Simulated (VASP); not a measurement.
Runs of VASP 6.6.1 on Na. The structure is that of space group Fm-3m (No. 225), or close to it. The cells are those of the table. 

| level | cell | k mesh | grid for exact exchange (PRECFOCK) | screening parameter | gap on the mesh (eV) | pressure (GPa) |
| --- | --- | --- | --- | --- | --- | --- |
| PBE | a = 3.747 Å, angles 60.0°, 1 atom | 6 × 6 × 6 | - | - | none | 0.0 |
| HSE06 | a = 3.765 Å, angles 60.0°, 1 atom | 8 × 8 × 8 | Normal | 0.2079 1/Å | none | 0.0 |
| HSE06 | a = 3.752 Å, angles 60.0°, 1 atom | 8 × 8 × 8 | Normal | 0.2079 1/Å | none | 0.0 |
| PBE | a = 3.769 Å, angles 60.0°, 1 atom | 6 × 6 × 6 | - | - | none | -0.2 |
| PBE | a = 3.763 Å, angles 60.0°, 1 atom | 6 × 6 × 6 | - | - | none | (a) |

Alike in all rows: task single point; potentials or basis VASP PAW PBE potentials, release 64 (Na_pv); no spin polarisation; cutoff (eV) 520; smearing gaussian 0.05 eV.

**Question.** Estimate the missing entries.

**Answer.** (a) -0.1.

Caveats: the PAW data sets were made with another functional, which shifts forces and pressure a little (some runs).

A gap of «none» marks levels without a gap at the run's occupations.
